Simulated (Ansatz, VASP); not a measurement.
**Two plane-wave programs on BN**

Contents of INCAR:

```
ALGO = Normal
EDIFF = 1E-6
ENCUT = 520
GGA = CA
ISIF = 2
ISMEAR = 0
LASPH = T
LCHARG = F
LREAL = F
LWAVE = F
NBANDS = 16
NELM = 80
PREC = Accurate
SIGMA = 0.05
```

Contents of KPOINTS:

```
k-points
0
Gamma
  12 12 4
```

The input POSCAR:

```
BN
1.0
    2.4665103686      0.0000000000      0.0000000000
   -1.2332551843      2.1360606379      0.0000000000
    0.0000000000      0.0000000000      6.1351978909
B N
2 2
Direct
    0.3333333333      0.6666666667      0.2500000000
    0.6666666667      0.3333333333      0.7500000000
    0.3333333333      0.6666666667      0.7500000000
    0.6666666667      0.3333333333      0.2500000000
```

Input for Ansatz:

```yaml
crystal:
  lattice:
    - [2.4665103686, 0.0, 0.0]
    - [-1.2332551843, 2.1360606379, 0.0]
    - [0.0, 0.0, 6.1351978909]
  atoms:
    - { symbol: B, position: [0.3333333333, 0.6666666667, 0.25] }
    - { symbol: B, position: [0.6666666667, 0.3333333333, 0.75] }
    - { symbol: "N", position: [0.3333333333, 0.6666666667, 0.75] }
    - { symbol: "N", position: [0.6666666667, 0.3333333333, 0.25] }
basis:
  ecutwfc: 520.0
kpoints:
  mp_grid: { grid: [12, 12, 4] }
hamiltonian:
  xc: lda
  pseudopotentials: { kind: paw, azcp: { folder: soft_1 } }
scf:
  occupations: { method: gaussian, width: 0.05 }
output:
  forces: true
  stress: true
  eigenvalues: true
```

Alike in both runs: task single point; functional LDA; k mesh 12 × 12 × 4; occupations gaussian, width 0.05 eV; no spin polarisation.

|  | VASP | Ansatz |
| --- | --- | --- |
| version | VASP 6.6.1 | Ansatz 0.2.0 |
| potentials or method | VASP PAW LDA potentials, release 64 (B, N), cutoff 520 eV | scalar-relativistic, plane waves, PAW |
| valence electrons in the cell | 16 | 16 |

VASP gave:

* gap on the k mesh at the Fermi level (eV): 3.97
* least direct gap on the mesh (eV): 4.33
* pressure (GPa): 9.0
* traceless stress, the component that is largest in VASP (GPa): -6.77

What did Ansatz give for the same quantities?

gap on the k mesh at the Fermi level (eV): 3.99; least direct gap on the mesh (eV): 4.35; pressure (GPa): 8.3; traceless stress, the component that is largest in VASP (GPa): -5.90.

Ansatz warns that its potentials were made for another functional, while VASP's fit it. LDA's correlation is that of Perdew and Zunger in VASP and of Perdew and Wang (1992) in Ansatz.
